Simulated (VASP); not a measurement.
SiC (Moissanite 6H):

```
Si C
1.0
     3.03182    0.00000    0.00000
    -1.51591    2.62563    0.00000
     0.00000    0.00000   14.86032
Si C
6 6
Cartesian
  1.5159 0.8752 6.8105
  0.0000 1.7504 14.2406
  1.5159 0.8752 11.7649
  0.0000 1.7504 4.3348
  0.0000 0.0000 9.2877
  0.0000 0.0000 1.8575
  1.5159 0.8752 4.9529
  0.0000 1.7504 12.3831
  1.5159 0.8752 9.9074
  0.0000 1.7504 2.4772
  0.0000 0.0000 7.4302
  0.0000 0.0000 0.0000
```

Base run:

| Quantity | Value |
| --- | --- |
| Program | VASP 6.6.1 |
| Functional | BLYP |
| Potentials or basis | VASP PAW PBE potentials, release 64 (Si, C) |
| Cutoff | 520 eV |
| k mesh | 10 × 10 × 2 |
| Occupations | fermi-dirac, width 0.05 eV |
| Spin | no spin polarisation |

Its results: band gap on the k mesh 2.32 eV, indirect (least direct gap 3.43 eV); pressure 20.5 GPa; largest force 0.153 eV/Å.

Question: The run is repeated on the same cell with these changes: functional from BLYP to RPBE; dispersion from none to D3(BJ). What comes out?

Answer: Band gap on the k mesh 2.01 eV, indirect (least direct gap 3.11 eV); pressure -6.3 GPa; largest force 0.151 eV/Å.

Several settings changed at once, so the effect can't be laid on one alone.

Caveats: the PAW data sets were made with another functional, which shifts forces and pressure a little.

A k mesh can miss the band edges.
